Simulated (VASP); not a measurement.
Set up this calculation in VASP 6.6.1, as the native input.

```
Task                   : single point
Functional             : PBE
Potentials or basis    : VASP PAW PBE potentials, release 64 (Al, F, Li_sv)
Cutoff                 : 520 eV
k mesh                 : 1 × 1 × 1
Occupations            : fermi-dirac, width 0.1181 eV
Spin                   : no spin polarisation
Dipole correction      : no
Further INCAR settings : LREAL = Auto; ALGO = Normal; EDIFF = 1e-06; NBANDS = 84; ISYM = 0
```

The structure of Li2AlF5 lies in POSCAR:

```
Li2AlF5
1.0
    6.1911310000     -0.0229290000     -0.1913040000
   -0.0229290000      6.2658620000     -0.0128380000
   -0.1913040000     -0.0128380000      6.2422390000
Al F Li
3 15 6
Direct
    0.5570133642      0.4699676608      0.2965218617
    0.1444241263      1.0317641351      0.9095019753
    0.6337348688      0.8293830599      0.9428954314
    0.8238107655      1.0518537368      0.9214988393
    0.6156989623      0.8009514494      0.2286095244
    0.8129890936      0.6170175787      0.8477155933
    0.3768978446      0.7134906678      0.8785770392
    0.6350266218      0.9052755236      0.5550691122
    0.8457459634      0.5136086454      0.3832984116
    0.4735033167      0.1475037843      0.3199407668
    0.0784167631      0.9101562487      0.6572234780
    0.1033661372      0.2227734781      1.1386344421
    0.6311653966      0.3767610723      0.0375365832
    0.4046481898      0.0818115147      0.8934789446
    0.2710287361      0.5427599065      0.3462576221
    0.1036171205      0.8345587417      0.1085893114
    0.5462420372      0.5039802145      0.5814528064
    0.0815191932      0.3223917348      0.7121800067
    1.0782921984      0.5490711908      0.0897451358
    0.3964734122      1.0264016145      0.5320247901
    0.8513303150      0.7740867268      0.4504948657
    0.8112281891      0.3991532286      0.6351765010
    0.8183431051      0.1572210862      0.1865431160
    0.2005410108      0.5361708468      0.6178010260
```

The input as run:

INCAR

```
PREC = Accurate ; ENCUT = 520
EDIFF = 1E-6 ; ISMEAR = -1
SIGMA = 0.1181 ; LREAL = Auto
LASPH = True ; NELM = 80
ALGO = Normal ; ISIF = 2
LWAVE = False ; LCHARG = False
GGA = PE ; ISYM = 0
NBANDS = 84
```

KPOINTS

```
Automatic mesh
0
Gamma
  1 1 1
```

Potentials or basis: VASP PAW PBE potentials, release 64 (Al, F, Li_sv).

Run with:

```bash
$ cat potpaw_PBE.64/Al/POTCAR potpaw_PBE.64/F/POTCAR potpaw_PBE.64/Li_sv/POTCAR > POTCAR
$ mpirun -np 1 vasp_gam > vasp.out
```

Results of the run:

```yaml
Largest_force: 3.907 eV/Å
```

Caveat: the k points lie up to 1.02 Å⁻¹ apart, too coarse for converged energies, forces and pressures; the atoms stand as in a frame of molecular dynamics.

It took 63 s on 1 thread of AMD EPYC 7R13, with other jobs on the host, peak memory 0.26 GiB.
